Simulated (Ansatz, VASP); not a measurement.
## Cu2Re in VASP and in Ansatz

```
Cu Re
1.0
     3.29090    0.00000    0.00000
     0.00000    3.29090    0.00000
     0.00000    0.00000    7.52881
Cu Re
4 2
Direct
  0.00000 0.00000 0.00000
  0.50000 0.50000 0.00000
  0.00000 0.50000 0.24284
  0.50000 0.00000 0.75716
  0.00000 0.50000 0.58621
  0.50000 0.00000 0.41379
```

Alike in both runs: functional PBE; k mesh 12 × 12 × 6; occupations gaussian, width 0.1 eV; no spin polarisation.

Ansatz relaxed the structure, and its values are those at the end. VASP's run is a single point on that final structure, the one shown.

|  | VASP | Ansatz |
| --- | --- | --- |
| version | VASP 6.6.1 | Ansatz 0.2.0 |
| potentials or method | VASP PAW PBE potentials, release 64 (Cu, Re), cutoff 520 eV | scalar-relativistic, plane waves, PAW |
| valence electrons in the cell | 58 | 106 |

|  | VASP | Ansatz | Ansatz less VASP |
| --- | --- | --- | --- |
| gap on the k mesh at the Fermi level (eV) | none | none | - |
| pressure (GPa) | 0.1 | 0.0 | -0.14 |
| rms of the force components (eV/Å) | 0.030 | 0.002 | -0.0281 |

A gap of «none» marks a metal or a gap that the smearing closes. VASP's potentials hold 58 valence electrons a cell and Ansatz's 106, so a difference there can come from the potentials and not from the codes.

Spin-orbit coupling is off throughout.
